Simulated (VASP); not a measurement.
# SiC (Cmc2_1) in VASP: single point with PBE

Aim: the single point of SiC with PBE.

All numbers are computed with VASP 6.6.1; they aren't measurements. Logs are shortened: lines on timing, memory, paths and dates and some standing lists are left out, and cuts for length are marked.

## (1) The cell of the first run

The structure is orthorhombic, space group Cmc2_1 (No. 36). Conventional cell: a = 3.117 Å, b = 5.207 Å, c = 5.094 Å, α = 90.00°, β = 90.00°, γ = 90.00°. Si (site symmetry m) has 2 C at 1.49 to 1.90 Å within 2.0 Å. C (site symmetry m) has 2 Si at 1.49 to 1.90 Å within 2.0 Å.

## (2) Single point, PBE

File INCAR:

```
SYSTEM = SiC
PREC = Accurate
ENCUT = 520
EDIFF = 1E-6
ISMEAR = 0
SIGMA = 0.1
LREAL = .FALSE.
LASPH = .TRUE.
NELM = 60
ALGO = Normal
ISIF = 2
LWAVE = .FALSE.
LCHARG = .TRUE.
GGA = PE
LELF = .TRUE.
LVHAR = .TRUE.
NBANDS = 16
```

File KPOINTS:

```
regular mesh
0
G
  6 6 4
  0 0 0
```

File POSCAR:

```
SiC
1.0
    1.5587279700     -2.6036791100      0.0000000000
    1.5587279700      2.6036791100      0.0000000000
    0.0000000000      0.0000000000      5.0940667700
Si C
2 2
Direct
    0.3704593600      0.6295406400      0.0056645700
    0.6295406400      0.3704593600      0.5056645700
    0.3704867300      0.6295132700      0.3793354200
    0.6295132700      0.3704867300      0.8793354200
```

Potentials or basis: VASP PAW PBE potentials, release 64 (Si, C).

Command:

```bash
$ cat potpaw_PBE.64/Si/POTCAR potpaw_PBE.64/C/POTCAR > POTCAR
$ mpirun -np 1 vasp_std > vasp.out
```

OUTCAR:

```text
SYSTEM = SiC
   PREC = Accurate
   ENCUT = 520
   EDIFF = 1E-6
   ISMEAR = 0
   LREAL = .FALSE.
   LASPH = .TRUE.
   NELM = 60
   ISIF = 2
   GGA = PE

 ion  position               nearest neighbor table
   1  0.370  0.630  0.006-   4 1.49   3 1.90   4 2.10   4 2.10   2 2.88   2 2.88
   2  0.630  0.370  0.506-   3 1.49   4 1.90   3 2.10   3 2.10   1 2.88   1 2.88
   3  0.370  0.630  0.379-   2 1.49   1 1.90   2 2.10   2 2.10
   4  0.630  0.370  0.879-   1 1.49   2 1.90   1 2.10   1 2.10

  LATTYP: Found a base centered orthorhombic cell.
 ALAT       =     3.1174559400
 B/A-ratio  =     1.6703871106
 C/A-ratio  =     1.6340461158

  Lattice vectors:

 A1 = (   1.5587279700,  -2.6036791100,   0.0000000000)
 A2 = (   1.5587279700,   2.6036791100,   0.0000000000)
 A3 = (   0.0000000000,   0.0000000000,   5.0940667700)

Analysis of symmetry for initial positions (statically):
=====================================================================
 Subroutine PRICEL returns:
 Original cell was already a primitive cell.

 Routine SETGRP: Setting up the symmetry group for a
 base centered orthorhombic supercell.

 Subroutine GETGRP returns: Found  4 space group operations
 (whereof  2 operations were pure point group operations)
 out of a pool of  8 trial point group operations.

The static configuration has the point symmetry C_1h.
 The point group associated with its full space group is C_2v.

Analysis of symmetry for dynamics (positions and initial velocities):
=====================================================================
 Subroutine PRICEL returns:
 Original cell was already a primitive cell.

 Routine SETGRP: Setting up the symmetry group for a
 base centered orthorhombic supercell.

 Subroutine GETGRP returns: Found  4 space group operations
 (whereof  2 operations were pure point group operations)
 out of a pool of  8 trial point group operations.

The dynamic configuration has the point symmetry C_1h.
 The point group associated with its full space group is C_2v.

 Subroutine INISYM returns: Found  4 space group operations
 (whereof  2 operations are pure point group operations),
 and found     1 'primitive' translations

----------------------------------------------------------------------------------------

                                     Primitive cell

  volume of cell :      41.3478

  direct lattice vectors                    reciprocal lattice vectors
[... 94 lines left out ...]
   NSW    =      0    number of steps for IOM
   IBRION =     -1    ionic relax: 0-MD 1-quasi-New 2-CG
   NFREE  =      0    steps in history (QN), initial steepest desc. (CG)
   ISIF   =      2    stress and relaxation
   ISYM   =      2    0-nonsym 1-usesym 2-fastsym
   POTIM  = 0.5000    time-step for ionic-motion
   TEBEG  =    0.0;   TEEND  =   0.0 temperature during run
   PSTRESS=    0.0 pullay stress
   NELECT =      16.0000    total number of electrons
   NUPDOWN=      -1.0000    fix difference up-down
   EMIN   =  10.00;   EMAX   =-10.00  energy-range for DOS
   EFERMI =   0.00;   METHOD = LEGACY
   ISMEAR =     0;   SIGMA  =   0.10  broadening in eV -4-tet -1-fermi 0-gaus
   EFERMI_NEDOS =   21; number of points for ismear=-14 and -15
   IALGO  =     38    algorithm
   IMIX   =      4    mixing-type and parameters
     AMIX     =   0.40;   BMIX     =  1.00
     AMIX_MAG =   1.60;   BMIX_MAG =  1.00
  volume/ion in A,a.u.               =      10.34        69.76
  Fermi-wavevector in a.u.,A,eV,Ry     =   1.192973  2.254392 19.363608  1.423185
  Thomas-Fermi vector in A             =   2.328999
   LORBIT       =      0    0 simple, 1 ext, 2 COOP (PROOUT), +10 PAW based schemes
   GGA     = PE    functional components
   LHFCALC =     F    Hartree Fock is set to
   AEXX    =    0.0000 exact exchange contribution
   IVDW    =     0    specifies the selected vdW correction
   LEPSILON=     F    determine dielectric tensor
   LRPA    =     F    only Hartree local field effects (RPA)
 non-spin polarized calculation
 Gauss-broadening in eV      SIGMA  =   0.10
  energy-cutoff  :      520.00
  volume of cell :       41.35
 maximum number of plane-waves:      1126
 NGX is ok and might be reduce to    24
   NGX = 11   NGY = 11   NGZ = 19

 number of electron      16.0000000 magnetization

 Free energy of the ion-electron system (eV)
  ---------------------------------------------------
  ext. energy  EPLUGINS =         0.00000000
  ---------------------------------------------------
  free energy    TOTEN  =       -25.32263067 eV

  energy without entropy =      -25.32263067  energy(sigma->0) =      -25.32263067

 E-fermi :   8.8673     XC(G=0): -11.2962

 val. band max:        8.4040201436   @ k =  -0.1667   0.1667   0.0000
 cond. band min:      10.3719304278   @ k =   0.3333   0.3333   0.0000
 fundamental gap:      1.9679102842
 Fermi energy:         8.8673081134

 k-point     1 :       0.0000    0.0000    0.0000
  band No.  band energies     occupation
      1      -7.5273      2.00000
      2      -4.1614      2.00000
      3      -0.6899      2.00000
      4       5.6754      2.00000
      5       7.3584      2.00000
      6       7.8717      2.00000
[... 433 lines left out ...]
      3       0.0835      2.00000
      4       1.5129      2.00000
      5       3.7191      2.00000
      6       3.9456      2.00000
[... 8 lines left out ...]
     15      18.9603      0.00000
     16      20.1356      0.00000

 [... further k-points ...]

------------------------ aborting loop because EDIFF is reached ----------------------------------------

  FORCE on cell =-STRESS in cart. coord.  units (eV):
  Direction    XX          YY          ZZ          XY          YZ          ZX
  --------------------------------------------------------------------------------------
  -------------------------------------------------------------------------------------
  Total       -3.2716987     29.9411596      5.4900552      0.0000000      0.0000000      0.0000000
  in kB     -126.7743712   1160.1837623    212.7330067      0.0000000      0.0000000      0.0000000
  external PRESSURE =     415.3807992 kB  Pullay stress =       0.0000000 kB

 VOLUME and BASIS-vectors are now :
 -----------------------------------------------------------------------------
  energy-cutoff  :      520.00
  volume of cell :       41.35
      direct lattice vectors                 reciprocal lattice vectors
     1.558727970 -2.603679110  0.000000000     0.320774381 -0.192035953  0.000000000
     1.558727970  2.603679110  0.000000000     0.320774381  0.192035953  0.000000000
     0.000000000  0.000000000  5.094066770     0.000000000  0.000000000  0.196306810

 POSITION                                       TOTAL-FORCE (eV/Angst)
 -----------------------------------------------------------------------------------
      1.55873      0.67456      0.02886         0.000000     14.590664      5.491655
      1.55873     -0.67456      2.57589         0.000000    -14.590664      5.491655
      1.55873      0.67442      1.93236         0.000000     14.622553     -5.491655
      1.55873     -0.67442      4.47939         0.000000    -14.622553     -5.491655
 -----------------------------------------------------------------------------------
    total drift:                                0.000000     -0.000000     -0.000065

  FREE ENERGIE OF THE ION-ELECTRON SYSTEM (eV)
  ---------------------------------------------------
  free  energy   TOTEN  =       -25.3226306690 eV

  energy  without entropy=      -25.3226306690  energy(sigma->0) =      -25.32263067
```

stdout:

```text
POSCAR found type information on POSCAR SiC
 POSCAR found :  2 types and       4 ions
 scaLAPACK will be used
 LDA part: xc-table for (Slater+PW92), standard interpolation
 POSCAR, INCAR and KPOINTS ok, starting setup
 FFT: planning ... GRIDC
 FFT: planning ... GRID_SOFT
 FFT: planning ... GRID
 WAVECAR not read
 entering main loop
```

Run time: 22 s. Hardware: 1 thread of Intel Xeon Platinum 8488C (Sapphire Rapids), shared host; peak memory 0.16 GiB.

What came out:

- Free energy: -25.3226 eV
- Pressure: 41.5 GPa
- Largest force: 15.620 eV/Å
- Band gap on the k mesh: 1.97 eV, indirect (least direct gap 3.67 eV)

Forces in eV/Å, atoms in the order of the input:
```
Si    0.000  14.591   5.492
Si    0.000 -14.591   5.492
C     0.000  14.623  -5.492
C     0.000 -14.623  -5.492
```

Stress tensor (GPa, compression positive):
```
-12.68   0.00   0.00
  0.00 116.02   0.00
  0.00   0.00  21.27
```

Caveat: forces of over 1 eV/Å act on the atoms, so gaps and moduli don't describe the material at rest.
